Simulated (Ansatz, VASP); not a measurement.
## AgPt3 in VASP and in Ansatz

The input INCAR:

```
ALGO = Normal
EDIFF = 1E-8
ENCUT = 520
ISIF = 2
ISMEAR = -1
LASPH = T
LCHARG = F
LEFG = T
LREAL = F
LWAVE = F
NBANDS = 28
NELM = 60
PREC = Accurate
SIGMA = 0.08
```

The input KPOINTS:

```
k-points
0
Gamma
  9 9 9
```

The input POSCAR:

```
AgPt3
1.0
    3.8203858240      0.0000000000      0.0000000000
    0.0000000000      3.8203858240      0.0000000000
    0.0000000000      0.0000000000      3.8203858240
Ag Pt
1 3
Direct
    0.0000000000      0.0000000000      0.0000000000
    0.0000000000      0.5000000000      0.5000000000
    0.5000000000      0.0000000000      0.5000000000
    0.5000000000      0.5000000000      0.0000000000
```

Input for Ansatz:

```yaml
crystal:
  lattice:
    - [3.820385824, 0.0, 0.0]
    - [0.0, 3.820385824, 0.0]
    - [0.0, 0.0, 3.820385824]
  atoms:
    - { symbol: Ag, position: [0.0, 0.0, 0.0] }
    - { symbol: Pt, position: [0.0, 0.5, 0.5] }
    - { symbol: Pt, position: [0.5, 0.0, 0.5] }
    - { symbol: Pt, position: [0.5, 0.5, 0.0] }
kpoints:
  mp_grid: { grid: [9, 9, 9] }
scf:
  occupations: { method: fermi_dirac, width: 0.08 }
hamiltonian:
  xc: lda
  pseudopotentials: { kind: all_electron, datasets: crystal }
output:
  forces: true
  stress: true
  eigenvalues: true
  efg: { contact_densities: true }
```

Change from the starting cell: volume scaled by 0.94, crystal datasets.

Alike in both runs: task electric field gradients; functional LDA; k mesh 9 × 9 × 9; occupations fermi-dirac, width 0.08 eV; no spin polarisation.

|  | VASP | Ansatz |
| --- | --- | --- |
| version | VASP 6.6.1 | Ansatz 0.2.0 |
| potentials or method | VASP PAW LDA potentials, release 64 (Ag, Pt), cutoff 520 eV | all-electron PAW with datasets made for the crystal, scalar-relativistic |

|  | VASP | Ansatz | Ansatz less VASP |
| --- | --- | --- | --- |
| pressure (GPa) | 23.0 | 22.2 | -0.78 |
| size of Vzz on the site where it differs most (V/Å²) | 22.1 | 4.5 | -17.61 |

LDA's correlation is that of Perdew and Zunger in VASP and of Perdew and Wang (1992) in Ansatz. Ansatz ran all-electron here, and VASP with PAW potentials.

Spin-orbit coupling is off throughout.
